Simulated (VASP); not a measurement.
Crystal: Ge.

```
Ge
1.0
     1.39715   -2.60052    0.00000
     1.39715    2.60052    0.00000
     0.00000    0.00000    2.69823
Ge
1
Direct
  0.50000 0.50000 0.00000
```

Base run:

* Program: VASP 6.6.1
* Functional: r2SCAN
* Potentials or basis: VASP PAW PBE potentials, release 64 (Ge_d)
* Cutoff: 520 eV
* k mesh: 8 × 8 × 7
* Occupations: fermi-dirac, width 0.05 eV
* Spin: non-collinear spin, zero start, spin-orbit coupling
* Starting moments: [[0.0, 0.0, 0.0]] μB

Its results: pressure -3.0 GPa; net moment 0.00 μB per cell.

Q: After a change of settings the same cell gave: pressure -4.5 GPa; net moment 0.00 μB per cell. Which change was it?
A. functional from r2SCAN to PBEsol
B. functional from r2SCAN to PBE; cutoff from 520 eV to 500 eV
C. functional from r2SCAN to PBE0; k mesh from 8 × 8 × 7 to 5 × 5 × 4

A: A.

Caveats: the cell stands under tension; the PAW data sets were made with another functional, which shifts forces and pressure a little.
